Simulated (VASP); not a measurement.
Hf11Si13, 24 atoms in the cell. The cell holds an amorphous packing of atoms, 24 atoms: a = 7.744 Å, b = 7.903 Å, c = 7.870 Å, α = 89.84°, β = 86.91°, γ = 91.12°. 

| Property | Result |
| --- | --- |
| Program | VASP 6.6.1 |
| Task | single point |
| Functional | PBE |
| Potentials or basis | VASP PAW PBE potentials, release 64 (Si, Hf_pv) |
| Cutoff | 520 eV |
| k mesh | 1 × 1 × 1, shifted |
| Occupations | fermi-dirac, width 0.1853 eV |
| Spin | no spin polarisation |
| Dipole correction | no |
| Further INCAR settings | LREAL = Auto; ALGO = Normal; EDIFF = 1e-07; NBANDS = 99; ISYM = 0 |

Potentials or basis: VASP PAW PBE potentials, release 64 (Si, Hf_pv).

Command:

```sh
$ cat potpaw_PBE.64/Si/POTCAR potpaw_PBE.64/Hf_pv/POTCAR > POTCAR
$ mpirun -np 1 vasp_std > vasp.out
```

Hardware: 1 thread of Intel(R) Xeon(R) Platinum 8259CL CPU @ 2.50GHz (Skylake/Cascade Lake) (shared host).

Problem. Estimate the wall time of this run.

Solution. Run time: 2.2 min on 1 thread of Intel(R) Xeon(R) Platinum 8259CL CPU @ 2.50GHz (Skylake/Cascade Lake), with other jobs on the host, peak memory 0.47 GiB. Counts: scf iterations 19, k points 1.
